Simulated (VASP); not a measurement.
# SnO2 (Cassiterite) (P4_2/mnm) in VASP: single point with PBEsol

Aim: the single point of SnO2 (Cassiterite) with PBEsol.

Everything below comes from runs of VASP 6.6.1. Logs are shortened: lines on timing, memory, paths and dates and some standing lists are left out, and cuts for length are marked.

## Step 1: The cell of the first run

Symmetry: P4_2/mnm, No. 136, tetragonal system. Conventional cell: a = 4.769 Å, b = 4.769 Å, c = 3.212 Å, α = 90.00°, β = 90.00°, γ = 90.00°. Within 2.7 Å of Sn (site symmetry mmm) lie 6 O at 2.07 Å. O (site symmetry m2m) has 3 Sn at 2.07 Å and 1 O at 2.61 Å within 2.7 Å.

## Step 2: Single point, PBEsol

File INCAR:

```
SYSTEM = SnO2
ALGO = Normal ; EDIFF = 1E-7
ENCUT = 520 ; GGA = PS
ISIF = 2 ; ISMEAR = 0
LASPH = .TRUE. ; LCHARG = .FALSE.
LREAL = .FALSE. ; LWAVE = .FALSE.
NBANDS = 35 ; NELM = 100
PREC = Accurate ; SIGMA = 0.02
```

File KPOINTS:

```
k-points
0
G
  6 6 8
  0 0 0
```

File POSCAR:

```
SnO2
1.0
    4.7689900145      0.0000000000      0.0000000000
    0.0000000000      4.7689900145      0.0000000000
    0.0000000000      0.0000000000      3.2120647330
Sn O
2 4
Direct
    0.0000000000      0.0000000000      0.0000000000
    0.5000000000      0.5000000000      0.5000000000
    0.3062763831      0.3062763831      0.0000000000
    0.1937236169      0.8062763831      0.5000000000
    0.6937236169      0.6937236169      0.0000000000
    0.8062763831      0.1937236169      0.5000000000
```

Potentials or basis: VASP PAW PBE potentials, release 64 (Sn_d, O).

The run is started by

```sh
cat potpaw_PBE.64/Sn_d/POTCAR potpaw_PBE.64/O/POTCAR > POTCAR
mpirun -np 1 vasp_std > vasp.out
```

OUTCAR:

```text
SYSTEM = SnO2
   EDIFF = 1E-7
   ENCUT = 520
   GGA = PS
   ISIF = 2
   ISMEAR = 0
   LASPH = .TRUE.
   LREAL = .FALSE.
   NELM = 100
   PREC = Accurate

 ion  position               nearest neighbor table
   1  0.000  0.000  0.000-   3 2.07   5 2.07   4 2.07   6 2.07   4 2.07   6 2.07   2 3.74   2 3.74
                             2 3.74   2 3.74   2 3.74   2 3.74   2 3.74   2 3.74
   2  0.500  0.500  0.500-   4 2.07   6 2.07   5 2.07   3 2.07   3 2.07   5 2.07   1 3.74   1 3.74
                             1 3.74   1 3.74   1 3.74   1 3.74   1 3.74   1 3.74
   3  0.306  0.306  0.000-   1 2.07   2 2.07   2 2.07
   4  0.194  0.806  0.500-   2 2.07   1 2.07   1 2.07
   5  0.694  0.694  0.000-   1 2.07   2 2.07   2 2.07
   6  0.806  0.194  0.500-   2 2.07   1 2.07   1 2.07

  LATTYP: Found a simple tetragonal cell.
 ALAT       =     4.7689900145
 C/A-ratio  =     0.6735314444

  Lattice vectors:

 A1 = (   4.7689900145,   0.0000000000,   0.0000000000)
 A2 = (   0.0000000000,   4.7689900145,   0.0000000000)
 A3 = (   0.0000000000,   0.0000000000,   3.2120647330)

Analysis of symmetry for initial positions (statically):
=====================================================================
 Subroutine PRICEL returns:
 Original cell was already a primitive cell.

 Routine SETGRP: Setting up the symmetry group for a
 simple tetragonal supercell.

 Subroutine GETGRP returns: Found 16 space group operations
 (whereof  8 operations were pure point group operations)
 out of a pool of 16 trial point group operations.

The static configuration has the point symmetry D_2h.
 The point group associated with its full space group is D_4h.

Analysis of symmetry for dynamics (positions and initial velocities):
=====================================================================
 Subroutine PRICEL returns:
 Original cell was already a primitive cell.

 Routine SETGRP: Setting up the symmetry group for a
 simple tetragonal supercell.

 Subroutine GETGRP returns: Found 16 space group operations
 (whereof  8 operations were pure point group operations)
 out of a pool of 16 trial point group operations.

The dynamic configuration has the point symmetry D_2h.
 The point group associated with its full space group is D_4h.

 Subroutine INISYM returns: Found 16 space group operations
 (whereof  8 operations are pure point group operations),
 and found     1 'primitive' translations

----------------------------------------------------------------------------------------

                                     Primitive cell

  volume of cell :      73.0528
[... 97 lines left out ...]
   EDIFF  = 0.1E-06   stopping-criterion for ELM
   LREAL  =      F    real-space projection
   EDIFFG = 0.1E-05   stopping-criterion for IOM
   NSW    =      0    number of steps for IOM
   IBRION =     -1    ionic relax: 0-MD 1-quasi-New 2-CG
   NFREE  =      0    steps in history (QN), initial steepest desc. (CG)
   ISIF   =      2    stress and relaxation
   ISYM   =      2    0-nonsym 1-usesym 2-fastsym
   POTIM  = 0.5000    time-step for ionic-motion
   TEBEG  =    0.0;   TEEND  =   0.0 temperature during run
   PSTRESS=    0.0 pullay stress
   NELECT =      52.0000    total number of electrons
   NUPDOWN=      -1.0000    fix difference up-down
   EMIN   =  10.00;   EMAX   =-10.00  energy-range for DOS
   EFERMI =   0.00;   METHOD = LEGACY
   ISMEAR =     0;   SIGMA  =   0.02  broadening in eV -4-tet -1-fermi 0-gaus
   EFERMI_NEDOS =   21; number of points for ismear=-14 and -15
   IALGO  =     38    algorithm
   IMIX   =      4    mixing-type and parameters
     AMIX     =   0.40;   BMIX     =  1.00
     AMIX_MAG =   1.60;   BMIX_MAG =  1.00
  volume/ion in A,a.u.               =      12.18        82.16
  Fermi-wavevector in a.u.,A,eV,Ry     =   1.461718  2.762246 29.070470  2.136619
  Thomas-Fermi vector in A             =   2.578016
   LORBIT       =      0    0 simple, 1 ext, 2 COOP (PROOUT), +10 PAW based schemes
   GGA     = PS    functional components
   LHFCALC =     F    Hartree Fock is set to
   AEXX    =    0.0000 exact exchange contribution
   IVDW    =     0    specifies the selected vdW correction
   LEPSILON=     F    determine dielectric tensor
   LRPA    =     F    only Hartree local field effects (RPA)
 non-spin polarized calculation
 Gauss-broadening in eV      SIGMA  =   0.02
  energy-cutoff  :      520.00
  volume of cell :       73.05
 maximum number of plane-waves:      1994
 NGX is ok and might be reduce to    36
   NGX = 17   NGY = 17   NGZ = 11

 number of electron      52.0000008 magnetization

 Free energy of the ion-electron system (eV)
  ---------------------------------------------------
  ext. energy  EPLUGINS =         0.00000000
  ---------------------------------------------------
  free energy    TOTEN  =       -39.66991502 eV

  energy without entropy =      -39.66991502  energy(sigma->0) =      -39.66991502

 E-fermi :   5.9253     XC(G=0): -11.4256

 val. band max:        5.7765049982   @ k =   0.0000   0.0000   0.0000
 cond. band min:       6.6905469416   @ k =   0.0000   0.0000   0.0000
 fundamental gap:      0.9140419434
 Fermi energy:         5.9252700043

 k-point     1 :       0.0000    0.0000    0.0000
  band No.  band energies     occupation
      1     -15.2268      2.00000
      2     -14.4773      2.00000
      3     -14.2336      2.00000
      4     -14.2084      2.00000
      5     -14.2084      2.00000
      6     -14.1395      2.00000
[... 901 lines left out ...]
     34      17.8951      0.00000
     35      18.0529      0.00000

 [... further k-points ...]
[... 5 lines left out ...]
  --------------------------------------------------------------------------------------
  -------------------------------------------------------------------------------------
  Total        0.2493748      0.2493748      0.3896694     -0.0000000      0.0000000      0.0000000
  in kB        5.4692273      5.4692273      8.5461346     -0.0000000      0.0000000      0.0000000
  external PRESSURE =       6.4948631 kB  Pullay stress =       0.0000000 kB

 VOLUME and BASIS-vectors are now :
 -----------------------------------------------------------------------------
  energy-cutoff  :      520.00
  volume of cell :       73.05
      direct lattice vectors                 reciprocal lattice vectors
     4.768990014  0.000000000  0.000000000     0.209688005  0.000000000  0.000000000
     0.000000000  4.768990014  0.000000000     0.000000000  0.209688005  0.000000000
     0.000000000  0.000000000  3.212064733     0.000000000  0.000000000  0.311326229

 POSITION                                       TOTAL-FORCE (eV/Angst)
 -----------------------------------------------------------------------------------
      0.00000      0.00000      0.00000         0.000000     -0.000000      0.000000
      2.38450      2.38450      1.60603         0.000000     -0.000000      0.000000
      1.46063      1.46063      0.00000        -0.010795     -0.010795     -0.000000
      0.92387      3.84512      1.60603         0.010795     -0.010795     -0.000000
      3.30836      3.30836      0.00000         0.010795      0.010795      0.000000
      3.84512      0.92387      1.60603        -0.010795      0.010795      0.000000
 -----------------------------------------------------------------------------------
    total drift:                                0.000000      0.000000      0.000000

  FREE ENERGIE OF THE ION-ELECTRON SYSTEM (eV)
  ---------------------------------------------------
  free  energy   TOTEN  =       -39.6699150196 eV

  energy  without entropy=      -39.6699150196  energy(sigma->0) =      -39.66991502
```

OSZICAR:

```text
N       E                     dE             d eps       ncg     rms          rms(c)
DAV:   1     0.624780947011E+03    0.62478E+03   -0.25665E+04  3949   0.231E+03
DAV:   2     0.543710845058E+02   -0.57041E+03   -0.53767E+03  3751   0.607E+02
DAV:   3    -0.401572913072E+02   -0.94528E+02   -0.92976E+02  3798   0.207E+02
DAV:   4    -0.450054926346E+02   -0.48482E+01   -0.48104E+01  4420   0.501E+01
DAV:   5    -0.451313377829E+02   -0.12585E+00   -0.12563E+00  4372   0.847E+00    0.149E+01
DAV:   6    -0.396685621478E+02    0.54628E+01   -0.15144E+01  5477   0.616E+01    0.606E+00
DAV:   7    -0.397253800118E+02   -0.56818E-01   -0.17677E+00  3992   0.731E+00    0.315E+00
DAV:   8    -0.396797063564E+02    0.45674E-01   -0.17970E-01  5214   0.377E+00    0.692E-01
DAV:   9    -0.396694148035E+02    0.10292E-01   -0.31295E-02  5705   0.291E+00    0.121E-01
DAV:  10    -0.396698685636E+02   -0.45376E-03   -0.35146E-03  4655   0.506E-01    0.450E-02
DAV:  11    -0.396699161415E+02   -0.47578E-04   -0.13649E-04  5316   0.930E-02    0.193E-02
DAV:  12    -0.396699171448E+02   -0.10033E-05   -0.91561E-06  5281   0.242E-02    0.119E-02
DAV:  13    -0.396699148291E+02    0.23157E-05   -0.81984E-06  5020   0.388E-02    0.249E-03
DAV:  14    -0.396699149342E+02   -0.10514E-06   -0.59607E-07  4176   0.639E-03    0.124E-03
DAV:  15    -0.396699150196E+02   -0.85363E-07   -0.33363E-08  2357   0.172E-03
   1 F= -.39669915E+02 E0= -.39669915E+02  d E =-.366949E-28
```

stdout:

```text
POSCAR found type information on POSCAR SnO
 POSCAR found :  2 types and       6 ions
 scaLAPACK will be used
 -----------------------------------------------------------------------------
|                                                                             |
|                                                                             |
|     You enforced a specific xc type in the INCAR file but a different       |
|     I HOPE YOU KNOW WHAT YOU ARE DOING!                                     |
|                                                                             |
 -----------------------------------------------------------------------------

 LDA part: xc-table for (Slater+PW92), standard interpolation
 POSCAR, INCAR and KPOINTS ok, starting setup
 FFT: planning ... GRIDC
 FFT: planning ... GRID_SOFT
 FFT: planning ... GRID
 WAVECAR not read
 entering main loop
```

Run time: 2.6 min. Hardware: 1 thread of Intel Xeon 8259CL, shared host; peak memory 0.24 GiB.

What came out:

```
Free energy            : -39.6699 eV
Pressure               : 0.6 GPa
Largest force          : 0.015 eV/Å
Band gap on the k mesh : 0.91 eV, direct
```

Forces on the atoms (eV/Å):
```
Sn   0.000  0.000  0.000
Sn   0.000  0.000  0.000
O   -0.011 -0.011  0.000
O    0.011 -0.011  0.000
O    0.011  0.011  0.000
O   -0.011  0.011  0.000
```

Caveat: the PAW data sets were made with another functional, which shifts forces and pressure a little; spin-orbit coupling is left out, which moves the levels of the heavy elements.
